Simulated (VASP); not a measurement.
The system is KScS2.

```
CELL_PARAMETERS angstrom
4.03526 0.00000 0.00000
0.00000 4.03526 0.00000
0.00000 0.00000 5.39389
ATOMIC_POSITIONS crystal
K 0.00000 0.00000 0.00000
S 0.00000 0.00000 0.50000
S 0.50000 0.50000 0.00000
Sc 0.50000 0.50000 0.50000
```

This cell differs from its parent crystal: uniaxial z strain -1.3%.

Base run:

| Item | Value |
| --- | --- |
| Program | VASP 6.6.1 |
| Functional | r2SCAN |
| Potentials or basis | VASP PAW PBE potentials, release 64 (K_sv, S, Sc_sv) |
| Cutoff | 520 eV |
| k mesh | 6 × 6 × 6 |
| Occupations | fermi-dirac, width 0.02 eV |
| Spin | no spin polarisation |

Its results: band gap on the k mesh 0.35 eV, direct; pressure 1.3 GPa.

Problem. The run is repeated on the same cell with these changes: functional from r2SCAN to PBE; further incar settings from ALGO = Normal; EDIFF = 1e-06; NBANDS = 24 to ALGO = Normal; EDIFF = 1e-07; NBANDS = 24. What comes out?

Solution. Band gap on the k mesh 0.11 eV, direct; pressure 1.9 GPa.

Caveats: the PAW data sets were made with another functional, which shifts forces and pressure a little (some runs).

A k mesh can miss the band edges.
